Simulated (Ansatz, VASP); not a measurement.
**One calculation of Hf, two programs**

Contents of INCAR:

```
PREC = Accurate ; ENCUT = 520
EDIFF = 1E-6 ; ISMEAR = -1
SIGMA = 0.1 ; LREAL = False
LASPH = True ; NELM = 100
ALGO = Normal ; ISIF = 2
LWAVE = False ; LCHARG = False
GGA = PE ; NBANDS = 11
```

Contents of KPOINTS:

```
regular mesh
0
Gamma
  18 18 18
```

File POSCAR:

```
Hf
1.0
    2.8374169520      0.0000000000      0.0000000000
    0.0000000000      2.8374169520      0.0000000000
    0.0000000000      0.0000000000      2.8374169520
Hf
1
Direct
    0.0000000000      0.0000000000      0.0000000000
```

Input for Ansatz:

```yaml
crystal:
  lattice:
    - [2.837416952, 0.0, 0.0]
    - [0.0, 2.837416952, 0.0]
    - [0.0, 0.0, 2.837416952]
  atoms:
    - { symbol: Hf, position: [0.0, 0.0, 0.0] }
hamiltonian:
  xc: pbe
  pseudopotentials:
    kind: paw
    azcp:
      Hf: "pseudopotentials/Hf.paw.azcp"
basis:
  ecutwfc: 420
  fft_grid_basis: typed
kpoints:
  mp_grid: { grid: [18, 18, 18], shift: [0, 0, 0] }
magnetization:
  spin_polarized: false
scf:
  occupations: { method: fermi_dirac, width: 0.1 }
output:
  stress: true
```

Alike in both runs: task single point; functional PBE; k mesh 18 × 18 × 18; occupations fermi-dirac, width 0.1 eV; no spin polarisation.

|  | VASP | Ansatz |
| --- | --- | --- |
| version | VASP 6.6.1 | Ansatz 0.2.0 |
| potentials or method | VASP PAW PBE potentials, release 64 (Hf_pv), cutoff 520 eV | plane waves (420 eV) with PAW, scalar-relativistic |
| valence electrons in the cell | 10 | 26 |

VASP gave:

| Quantity | Value |
| --- | --- |
| pressure (GPa) | 6.6 |

Question: What did Ansatz give for the same quantities?

Answer: Pressure (GPa): 7.0.

VASP's potentials hold 10 valence electrons a cell and Ansatz's 26, so a difference there can come from the potentials and not from the codes.

Spin-orbit coupling is off throughout.
